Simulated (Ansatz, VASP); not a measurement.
PtSe2 in VASP and in Ansatz

```
CELL_PARAMETERS angstrom
3.71731 0.00000 0.00000
-1.85865 3.21928 0.00000
0.00000 0.00000 5.82007
ATOMIC_POSITIONS crystal
Pt 0.00000 0.00000 0.00000
Se 0.66667 0.33333 0.77461
Se 0.33333 0.66667 0.22539
```

Alike in both runs: task single point; functional PBEsol; k mesh 6 × 6 × 4; occupations gaussian, width 0.1 eV; no spin polarisation.

```csv
,VASP,Ansatz
version,VASP 6.6.1,Ansatz 0.2.0
potentials or method,"VASP PAW PBE potentials, release 64 (Pt, Se), cutoff 520 eV","scalar-relativistic, plane waves, PAW"
valence electrons in the cell,22,50
```

|  | VASP | Ansatz | Ansatz less VASP |
| --- | --- | --- | --- |
| gap on the k mesh at the Fermi level (eV) | 0.69 | 0.70 | +0.009 |
| least direct gap on the mesh (eV) | 1.15 | 1.16 | +0.004 |
| pressure (GPa) | -1.8 | -1.8 | -0.05 |
| traceless stress, the component that is largest in VASP (GPa) | -0.52 | -0.51 | +0.012 |
| rms of the force components (eV/Å) | 0.100 | 0.105 | +0.0043 |

VASP's potentials were made for PBE, not for PBEsol. Atom by atom the forces differ by 0.004 eV/Å (rms over components). VASP's potentials hold 22 valence electrons a cell and Ansatz's 50, so a difference there can come from the potentials and not from the codes.

Spin-orbit coupling is off throughout.
